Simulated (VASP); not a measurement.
# KMgBr3 (P4/mmm) in VASP: a series of runs

Runs on KMgBr3. Level: r2SCAN. Tasks: single point.

Everything below comes from runs of VASP 6.6.1. Logs are shortened: lines on timing, memory, paths and dates and some standing lists are left out, and cuts for length are marked.

## 1. The cell of the first run

Symmetry: P4/mmm, No. 123, tetragonal system. Conventional cell: a = 5.383 Å, b = 5.383 Å, c = 5.255 Å, α = 90.00°, β = 90.00°, γ = 90.00°. Within 4.9 Å of K (site symmetry 4/mmm) lie 12 Br at 3.76 to 3.81 Å and 8 Mg at 4.63 Å. Within 3.5 Å of Mg (site symmetry 4/mmm) lie 6 Br at 2.63 to 2.69 Å. Within 3.5 Å of Br (site symmetry 4/mmm) lie 2 Mg at 2.63 Å. Within 3.5 Å of Br (site symmetry mmm) lie 2 Mg at 2.69 Å.

## 2. Single point, r2SCAN (epitaxial xy strain +1.5%)

Contents of POSCAR:

```
KMgBr3
1.0
    5.3827145950      0.0000000000      0.0000000000
    0.0000000000      5.3827145950      0.0000000000
    0.0000000000      0.0000000000      5.2550502745
K Mg Br
1 1 3
Direct
    0.0000000000      0.0000000000      0.0000000000
    0.5000000000      0.5000000000      0.5000000000
    0.5000000000      0.5000000000      0.0000000000
    0.5000000000      0.0000000000      0.5000000000
    0.0000000000      0.5000000000      0.5000000000
```

Contents of INCAR.step1:

```
ALGO = Normal ; EDIFF = 1E-4
ENCUT = 520 ; GGA = PE
ISMEAR = 0 ; LASPH = True
LCHARG = False ; LREAL = False
LWAVE = True ; NBANDS = 24
NELM = 60 ; PREC = Accurate
SIGMA = 0.01
```

Contents of INCAR.step2:

```
ALGO = Normal ; EDIFF = 1E-6
ENCUT = 520 ; ISIF = 2
ISMEAR = 0 ; ISTART = 1
LASPH = True ; LCHARG = False
LMIXTAU = True ; LREAL = False
LWAVE = False ; METAGGA = R2SCAN
NBANDS = 24 ; NELM = 60
PREC = Accurate ; SIGMA = 0.01
```

Contents of KPOINTS:

```
k-points
0
Gamma
  6 6 6
```

Potentials or basis: VASP PAW PBE potentials, release 64 (K_sv, Mg, Br).

Run with:

```console
> cat potpaw_PBE.64/K_sv/POTCAR potpaw_PBE.64/Mg/POTCAR potpaw_PBE.64/Br/POTCAR > POTCAR
> cp INCAR.step1 INCAR
> mpirun -np 1 vasp_std > vasp.out
> cp INCAR.step2 INCAR
> mpirun -np 1 vasp_std > vasp.out
```

OUTCAR:

```text
EDIFF = 1E-6
   ENCUT = 520
   ISIF = 2
   ISMEAR = 0
   ISTART = 1
   LASPH = True
   LREAL = False
   METAGGA = R2SCAN
   NELM = 60
   PREC = Accurate

 ion  position               nearest neighbor table
   1  0.000  0.000  0.000-
   2  0.500  0.500  0.500-   3 2.63   3 2.63   5 2.69   4 2.69   4 2.69   5 2.69
   3  0.500  0.500  0.000-   2 2.63   2 2.63
   4  0.500  0.000  0.500-   2 2.69   2 2.69
   5  0.000  0.500  0.500-   2 2.69   2 2.69

  LATTYP: Found a simple tetragonal cell.
 ALAT       =     5.3827145950
 C/A-ratio  =     0.9762825396

  Lattice vectors:

 A1 = (   5.3827145950,   0.0000000000,   0.0000000000)
 A2 = (   0.0000000000,   5.3827145950,   0.0000000000)
 A3 = (   0.0000000000,   0.0000000000,   5.2550502745)

Analysis of symmetry for initial positions (statically):
=====================================================================
 Subroutine PRICEL returns:
 Original cell was already a primitive cell.

 Routine SETGRP: Setting up the symmetry group for a
 simple tetragonal supercell.

 Subroutine GETGRP returns: Found 16 space group operations
 (whereof 16 operations were pure point group operations)
 out of a pool of 16 trial point group operations.

The static configuration has the point symmetry D_4h.

Analysis of symmetry for dynamics (positions and initial velocities):
=====================================================================
 Subroutine PRICEL returns:
 Original cell was already a primitive cell.

 Routine SETGRP: Setting up the symmetry group for a
 simple tetragonal supercell.

 Subroutine GETGRP returns: Found 16 space group operations
 (whereof 16 operations were pure point group operations)
 out of a pool of 16 trial point group operations.

The dynamic configuration has the point symmetry D_4h.

 Subroutine INISYM returns: Found 16 space group operations
 (whereof 16 operations are pure point group operations),
 and found     1 'primitive' translations

----------------------------------------------------------------------------------------

                                     Primitive cell

  volume of cell :     152.2578

  direct lattice vectors                    reciprocal lattice vectors
     5.382714595  0.000000000  0.000000000     0.185779867  0.000000000  0.000000000
     0.000000000  5.382714595  0.000000000     0.000000000  0.185779867  0.000000000
     0.000000000  0.000000000  5.255050275     0.000000000  0.000000000  0.190293137

  length of vectors
     5.382714595  5.382714595  5.255050275     0.185779867  0.185779867  0.190293137

  position of ions in fractional coordinates (direct lattice)
     0.000000000  0.000000000  0.000000000
     0.500000000  0.500000000  0.500000000
     0.500000000  0.500000000  0.000000000
     0.500000000  0.000000000  0.500000000
     0.000000000  0.500000000  0.500000000

  ion indices of the primitive-cell ions
   primitive index   ion index
                 1           1
                 2           2
                 3           3
                 4           4
                 5           5

----------------------------------------------------------------------------------------

 KPOINTS: k-points

Automatic generation of k-mesh.
 Grid dimensions read from file:
 generate k-points for:    6    6    6

 Generating k-lattice:

  Cartesian coordinates                     Fractional coordinates (reciprocal lattice)
     0.030963311  0.000000000  0.000000000     0.166666667  0.000000000  0.000000000
     0.000000000  0.030963311  0.000000000     0.000000000  0.166666667  0.000000000
     0.000000000  0.000000000  0.031715523     0.000000000  0.000000000  0.166666667

  Length of vectors
     0.030963311  0.030963311  0.031715523

  Shift w.r.t. Gamma in fractional coordinates (k-lattice)
     0.000000000  0.000000000  0.000000000

 Subroutine IBZKPT returns following result:
 ===========================================

 Found     40 irreducible k-points:

 Following reciprocal coordinates:
            Coordinates               Weight
  0.000000  0.000000  0.000000      1.000000
  0.166667  0.000000  0.000000      4.000000
  0.333333  0.000000  0.000000      4.000000
  0.500000  0.000000  0.000000      2.000000
  0.166667  0.166667  0.000000      4.000000
  0.333333  0.166667  0.000000      8.000000
[... 16 lines left out ...]
  0.333333  0.000000  0.333333      8.000000
  0.500000  0.000000  0.333333      4.000000
 [... further k-points ...]
   k-points           NKPTS =     40   k-points in BZ     NKDIM =     40   number of bands    NBANDS=     24
   number of dos      NEDOS =    301   number of ions     NIONS =      5
   total plane-waves  NPLWV =  64000
   dimension x,y,z NGX =    40 NGY =   40 NGZ =   40
   dimension x,y,z NGXF=    80 NGYF=   80 NGZF=   80
   ions per type =               1   1   3
   NGX,Y,Z   is equivalent  to a cutoff of  12.35, 12.35, 12.65 a.u.
   NGXF,Y,Z  is equivalent  to a cutoff of  24.71, 24.71, 25.31 a.u.
 SYSTEM =  unknown system
   PREC   = accura    normal or accurate (medium, high low for compatibility)
   ISTART =      1    job   : 0-new  1-cont  2-samecut
   ICHARG =      0    charge: 1-file 2-atom 10-const
   ISPIN  =      1    spin polarized calculation?
   LNONCOLLINEAR =      F non collinear calculations
   LSORBIT =      F    spin-orbit coupling
   LASPH  =      T    aspherical Exc in radial PAW
   ENCUT  =  520.0 eV  38.22 Ry    6.18 a.u.  10.01 10.01  9.77*2*pi/ulx,y,z
   NELM   =     60;   NELMIN=  2; NELMDL=  0     # of ELM steps
   EDIFF  = 0.1E-05   stopping-criterion for ELM
   LREAL  =      F    real-space projection
[... 7 lines left out ...]
   TEBEG  =    0.0;   TEEND  =   0.0 temperature during run
   PSTRESS=    0.0 pullay stress
   NELECT =      32.0000    total number of electrons
   NUPDOWN=      -1.0000    fix difference up-down
   EMIN   =  10.00;   EMAX   =-10.00  energy-range for DOS
   EFERMI =   0.00;   METHOD = LEGACY
   ISMEAR =     0;   SIGMA  =   0.01  broadening in eV -4-tet -1-fermi 0-gaus
   EFERMI_NEDOS =   21; number of points for ismear=-14 and -15
   IALGO  =     38    algorithm
   IMIX   =      4    mixing-type and parameters
     AMIX     =   0.40;   BMIX     =  1.00
     AMIX_MAG =   1.60;   BMIX_MAG =  1.00
  volume/ion in A,a.u.               =      30.45       205.50
  Fermi-wavevector in a.u.,A,eV,Ry     =   0.973341  1.839348 12.890057  0.947392
  Thomas-Fermi vector in A             =   2.103712
   LORBIT       =      0    0 simple, 1 ext, 2 COOP (PROOUT), +10 PAW based schemes
   METAGGA = R2SCAN    functional components
   LHFCALC =     F    Hartree Fock is set to
   AEXX    =    0.0000 exact exchange contribution
   IVDW    =     0    specifies the selected vdW correction
   LEPSILON=     F    determine dielectric tensor
   LRPA    =     F    only Hartree local field effects (RPA)
 non-spin polarized calculation
 Gauss-broadening in eV      SIGMA  =   0.01
  energy-cutoff  :      520.00
  volume of cell :      152.26
 maximum number of plane-waves:      4128
   NGX = 21   NGY = 21   NGZ = 19

 number of electron      31.9999995 magnetization

 Free energy of the ion-electron system (eV)
  ---------------------------------------------------
  ext. energy  EPLUGINS =         0.00000000
  ---------------------------------------------------
  free energy    TOTEN  =       -58.84285732 eV

  energy without entropy =      -58.84285732  energy(sigma->0) =      -58.84285732

 E-fermi :  -0.4628     XC(G=0):  -8.3007

 val. band max:       -0.5237680986   @ k =   0.5000   0.5000   0.5000
 cond. band min:       2.9569142821   @ k =   0.0000   0.0000   0.0000
 fundamental gap:      3.4806823807
 Fermi energy:        -0.4628243943

 k-point     1 :       0.0000    0.0000    0.0000
  band No.  band energies     occupation
      1     -30.4872      2.00000
      2     -14.7542      2.00000
      3     -14.0100      2.00000
      4     -13.9772      2.00000
      5     -13.1827      2.00000
      6     -13.1827      2.00000
[... 16 lines left out ...]
     23       6.7231      0.00000
     24       9.6792      0.00000

 k-point     2 :       0.1667    0.0000    0.0000
  band No.  band energies     occupation
      1     -30.4872      2.00000
      2     -14.7199      2.00000
      3     -14.0378      2.00000
      4     -13.9954      2.00000
      5     -13.1823      2.00000
      6     -13.1797      2.00000
[... 16 lines left out ...]
     23       7.0456      0.00000
     24       9.3284      0.00000

 k-point     3 :       0.3333    0.0000    0.0000
  band No.  band energies     occupation
      1     -30.4871      2.00000
      2     -14.6350      2.00000
      3     -14.1425      2.00000
      4     -13.9969      2.00000
      5     -13.1814      2.00000
      6     -13.1788      2.00000
[... 16 lines left out ...]
     23       7.8932      0.00000
     24       8.5897      0.00000

 k-point     4 :       0.5000    0.0000    0.0000
  band No.  band energies     occupation
      1     -30.4871      2.00000
      2     -14.5760      2.00000
      3     -14.2118      2.00000
      4     -13.9961      2.00000
      5     -13.1810      2.00000
      6     -13.1783      2.00000
[... 16 lines left out ...]
     23       8.2187      0.00000
     24       8.7370      0.00000

 k-point     5 :       0.1667    0.1667    0.0000
  band No.  band energies     occupation
      1     -30.4871      2.00000
      2     -14.6855      2.00000
      3     -14.0444      2.00000
      4     -14.0323      2.00000
      5     -13.1793      2.00000
      6     -13.1742      2.00000
[... 16 lines left out ...]
     23       7.2879      0.00000
     24       9.2253      0.00000

 k-point     6 :       0.3333    0.1667    0.0000
  band No.  band energies     occupation
      1     -30.4871      2.00000
      2     -14.5994      2.00000
      3     -14.1461      2.00000
      4     -14.0329      2.00000
      5     -13.1784      2.00000
      6     -13.1743      2.00000
[... 16 lines left out ...]
     23       7.9812      0.00000
     24       8.6944      0.00000
[... 379 lines left out ...]
 k-point    21 :       0.0000    0.0000    0.3333
  band No.  band energies     occupation
      1     -30.4870      2.00000
      2     -14.6003      2.00000
      3     -14.2002      2.00000
      4     -13.9716      2.00000
      5     -13.1811      2.00000
      6     -13.1811      2.00000
[... 16 lines left out ...]
     23       7.8956      0.00000
     24       8.6170      0.00000

 k-point    22 :       0.1667    0.0000    0.3333
  band No.  band energies     occupation
      1     -30.4870      2.00000
      2     -14.5679      2.00000
      3     -14.2012      2.00000
      4     -14.0038      2.00000
      5     -13.1806      2.00000
      6     -13.1759      2.00000
[... 16 lines left out ...]
     23       8.1007      0.00000
     24       8.6737      0.00000

 k-point    23 :       0.3333    0.0000    0.3333
  band No.  band energies     occupation
      1     -30.4869      2.00000
      2     -14.4870      2.00000
      3     -14.2078      2.00000
      4     -14.0793      2.00000
      5     -13.1798      2.00000
      6     -13.1663      2.00000
[... 16 lines left out ...]
     23       8.1737      0.00000
     24       8.3111      0.00000

 k-point    24 :       0.5000    0.0000    0.3333
  band No.  band energies     occupation
      1     -30.4869      2.00000
      2     -14.4289      2.00000
      3     -14.2218      2.00000
      4     -14.1238      2.00000
      5     -13.1794      2.00000
      6     -13.1633      2.00000
[... 16 lines left out ...]
     23       8.2924      0.00000
     24       8.3989      0.00000

 [... further k-points ...]

------------------------ aborting loop because EDIFF is reached ----------------------------------------

  FORCE on cell =-STRESS in cart. coord.  units (eV):
  Direction    XX          YY          ZZ          XY          YZ          ZX
  --------------------------------------------------------------------------------------
  -------------------------------------------------------------------------------------
  Total       -0.8658965     -0.8658965     -0.1350493      0.0000000     -0.0000000      0.0000000
  in kB       -9.1116488     -9.1116488     -1.4210957      0.0000000     -0.0000000      0.0000000
  external PRESSURE =      -6.5481311 kB  Pullay stress =       0.0000000 kB

 VOLUME and BASIS-vectors are now :
 -----------------------------------------------------------------------------
  energy-cutoff  :      520.00
  volume of cell :      152.26
      direct lattice vectors                 reciprocal lattice vectors
     5.382714595  0.000000000  0.000000000     0.185779867  0.000000000  0.000000000
     0.000000000  5.382714595  0.000000000     0.000000000  0.185779867  0.000000000
     0.000000000  0.000000000  5.255050275     0.000000000  0.000000000  0.190293137

 POSITION                                       TOTAL-FORCE (eV/Angst)
 -----------------------------------------------------------------------------------
      0.00000      0.00000      0.00000         0.000000      0.000000      0.000000
      2.69136      2.69136      2.62753         0.000000      0.000000      0.000000
      2.69136      2.69136      0.00000         0.000000      0.000000      0.000000
      2.69136      0.00000      2.62753         0.000000      0.000000      0.000000
      0.00000      2.69136      2.62753         0.000000      0.000000      0.000000
 -----------------------------------------------------------------------------------
    total drift:                                0.000000     -0.000000     -0.000000

  FREE ENERGIE OF THE ION-ELECTRON SYSTEM (eV)
  ---------------------------------------------------
  free  energy   TOTEN  =       -58.8428573214 eV

  energy  without entropy=      -58.8428573214  energy(sigma->0) =      -58.84285732
```

Run time: 3.6 min. Hardware: 1 thread of AMD EPYC 9R45 (Zen 5), shared host; peak memory 0.32 GiB.

What came out:

```
Free energy            : -58.8429 eV
Pressure               : -0.7 GPa
Band gap on the k mesh : 3.48 eV (least direct gap 3.98 eV)
```

Stress tensor (GPa, compression positive):
```
-0.91  0.00  0.00
 0.00 -0.91  0.00
 0.00  0.00 -0.14
```

Caveat: the cell differs from its parent crystal (epitaxial xy strain +1.5%); the PAW data sets were made with another functional, which shifts forces and pressure a little. A k mesh can miss the band edges.

(Part 1 of 2 ends here.)
